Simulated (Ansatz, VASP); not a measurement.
# One calculation of Cr, two programs

File INCAR:

```
ALGO = Normal
EDIFF = 1E-7
ENCUT = 520
GGA = RP
ISIF = 2
ISMEAR = -1
ISPIN = 2
LASPH = True
LCHARG = True
LELF = True
LMAXMIX = 4
LORBIT = 11
LREAL = False
LVHAR = True
LWAVE = False
MAGMOM = 2.345 -2.345
NBANDS = 23
NELM = 150
PREC = Accurate
SIGMA = 0.05
```

File KPOINTS:

```
k-points
0
Gamma
  12 12 12
```

POSCAR

```
Cr
1.0
    0.0000000000      2.4610567723      2.4610567723
    2.4610567723      0.0000000000      2.4610567723
    2.4610567723      2.4610567723      0.0000000000
Cr
2
Direct
    0.0000000000      0.0000000000      0.0000000000
    0.5000000000      0.5000000000      0.5000000000
```

Input for Ansatz:

```yaml
crystal:
  lattice:
    - [0.0, 2.4610567723, 2.4610567723]
    - [2.4610567723, 0.0, 2.4610567723]
    - [2.4610567723, 2.4610567723, 0.0]
  atoms:
    - { symbol: Cr, position: [0.0, 0.0, 0.0], spin: 2.345 }
    - { symbol: Cr, position: [0.5, 0.5, 0.5], spin: -2.345 }
hamiltonian:
  xc: rpbe
  pseudopotentials:
    kind: paw
    azcp:
      Cr: "pseudopotentials/Cr.paw.azcp"
basis:
  ecutwfc: 420
  fft_grid_basis: typed
kpoints:
  mp_grid: { grid: [12, 12, 12], shift: [0, 0, 0] }
magnetization:
  spin_polarized: true
scf:
  occupations: { method: fermi_dirac, width: 0.05 }
  lower_state_search: "off"
output:
  stress: true
```

Alike in both runs: task single point; functional RPBE; k mesh 12 × 12 × 12; occupations fermi-dirac, width 0.05 eV; collinear spin.

|  | VASP | Ansatz |
| --- | --- | --- |
| version | VASP 6.6.1 | Ansatz 0.2.0 |
| potentials or method | VASP PAW PBE potentials, release 64 (Cr_pv), cutoff 520 eV | plane waves (420 eV) with PAW, scalar-relativistic |
| valence electrons in the cell | 24 | 28 |

Ansatz gave:

```
pressure (GPa)                                                : 0.0
net moment per atom (μB)                                      : 0.00
size of the moment on the site where the two differ most (μB) : 2.35
```

Question: What did VASP give for the same quantities?

Answer: Pressure (GPa): 0.4; net moment per atom (μB): 0.00; size of the moment on the site where the two differ most (μB): 2.52.

VASP's potentials were made for PBE, not for RPBE. Site moments also hang on the region over which each program counts them. VASP's potentials hold 24 valence electrons a cell and Ansatz's 28, so a difference there can come from the potentials and not from the codes.
